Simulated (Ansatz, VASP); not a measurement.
**Mo: VASP beside Ansatz**

Contents of INCAR:

```
SYSTEM = Mo
  PREC = Accurate
  ENCUT = 520
  EDIFF = 1E-6
  ISMEAR = 0
  SIGMA = 0.15
  LREAL = .FALSE.
  LASPH = .TRUE.
  NELM = 100
  ALGO = Fast
  ISIF = 2
  LWAVE = .FALSE.
  LCHARG = .FALSE.
  GGA = PS
  NBANDS = 13
```

KPOINTS

```
Automatic mesh
0
G
  30 30 26
  0 0 0
```

File POSCAR:

```
Mo
1.0
    2.8949935325      0.0000000000      0.0000000000
   -1.4474967663      2.5071379429      0.0000000000
    0.0000000000      0.0000000000      2.2361780237
Mo
1
Direct
    0.0000000000      0.0000000000      0.5000000000
```

Input for Ansatz:

```yaml
crystal:
  lattice:
    - [2.8949935325, 0.0, 0.0]
    - [-1.4474967663, 2.5071379429, 0.0]
    - [0.0, 0.0, 2.2361780237]
  atoms:
    - { symbol: Mo, position: [0.0, 0.0, 0.5] }
basis:
  ecutwfc: 420
kpoints:
  mp_grid: { grid: [30, 30, 26] }
hamiltonian:
  xc: pbesol
scf:
  occupations: { method: gaussian, width: 0.15 }
output:
  forces: true
  stress: true
  eigenvalues: true
```

Alike in both runs: task single point; functional PBEsol; k mesh 30 × 30 × 26; occupations gaussian, width 0.15 eV; no spin polarisation.

|  | VASP | Ansatz |
| --- | --- | --- |
| version | VASP 6.6.1 | Ansatz 0.2.0 |
| potentials or method | VASP PAW PBE potentials, release 64 (Mo_sv), cutoff 520 eV | scalar-relativistic, plane waves, PAW |
| valence electrons in the cell | 14 | 14 |

Ansatz gave:

| Property | Result |
| --- | --- |
| gap on the k mesh at the Fermi level (eV) | none |
| pressure (GPa) | 11.7 |
| traceless stress, the component that is largest in VASP (GPa) | 46.27 |

What did VASP give for the same quantities?

gap on the k mesh at the Fermi level (eV): none; pressure (GPa): 12.9; traceless stress, the component that is largest in VASP (GPa): 48.01.

VASP's potentials were made for PBE, not for PBEsol. A gap of «none» marks a metal or a gap that the smearing closes. With one functional, cell and mesh, what is left measures potentials, basis and numerics.
